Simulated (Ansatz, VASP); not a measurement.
**Two plane-wave programs on Rh**

INCAR

```
SYSTEM = Rh
  ALGO = Fast
  EDIFF = 1E-7
  ENCUT = 520
  ISIF = 2
  ISMEAR = 0
  LASPH = .TRUE.
  LCHARG = .FALSE.
  LREAL = .FALSE.
  LWAVE = .FALSE.
  NBANDS = 38
  NELM = 80
  PREC = Accurate
  SIGMA = 0.15
```

The input KPOINTS:

```
k-points
0
G
  18 18 6
  0 0 0
```

The input POSCAR:

```
Rh
1.0
    2.5775000000      0.0000000000      0.0000000000
   -1.2887500000      2.2321804783      0.0000000000
    0.0000000000      0.0000000000      8.8980000000
Rh
4
Direct
    0.0000000000      0.0000000000      0.0000000000
    0.3333333333      0.6666666667      0.2500000000
    0.0000000000      0.0000000000      0.5000000000
    0.6666666667      0.3333333333      0.7500000000
```

Input for Ansatz:

```yaml
crystal:
  lattice:
    - [2.5775, 0.0, 0.0]
    - [-1.28875, 2.2321804783, 0.0]
    - [0.0, 0.0, 8.898]
  atoms:
    - { symbol: Rh, position: [0.0, 0.0, 0.0] }
    - { symbol: Rh, position: [0.3333333333, 0.6666666667, 0.25] }
    - { symbol: Rh, position: [0.0, 0.0, 0.5] }
    - { symbol: Rh, position: [0.6666666667, 0.3333333333, 0.75] }
basis:
  ecutwfc: 420
kpoints:
  mp_grid: { grid: [18, 18, 6] }
hamiltonian:
  xc: lda
  pseudopotentials: { kind: paw, azcp: { folder: soft_1 } }
scf:
  occupations: { method: gaussian, width: 0.15 }
output:
  forces: true
  stress: true
  eigenvalues: true
```

Alike in both runs: task single point; functional LDA; k mesh 18 × 18 × 6; occupations gaussian, width 0.15 eV; no spin polarisation.

|  | VASP | Ansatz |
| --- | --- | --- |
| version | VASP 6.6.1 | Ansatz 0.2.0 |
| potentials or method | VASP PAW LDA potentials, release 64 (Rh_pv), cutoff 520 eV | scalar-relativistic, plane waves, PAW |
| valence electrons in the cell | 60 | 68 |

Ansatz gave:

- gap on the k mesh at the Fermi level (eV): none
- pressure (GPa): 13.4
- traceless stress, the component that is largest in VASP (GPa): -17.18

Problem. What did VASP give for the same quantities?

Solution. gap on the k mesh at the Fermi level (eV): none; pressure (GPa): 14.3; traceless stress, the component that is largest in VASP (GPa): -17.26.

Ansatz warns that its potentials were made for another functional, while VASP's fit it. LDA's correlation is that of Perdew and Zunger in VASP and of Perdew and Wang (1992) in Ansatz. A gap of «none» marks a metal or a gap that the smearing closes. VASP's potentials hold 60 valence electrons a cell and Ansatz's 68, so a difference there can come from the potentials and not from the codes.
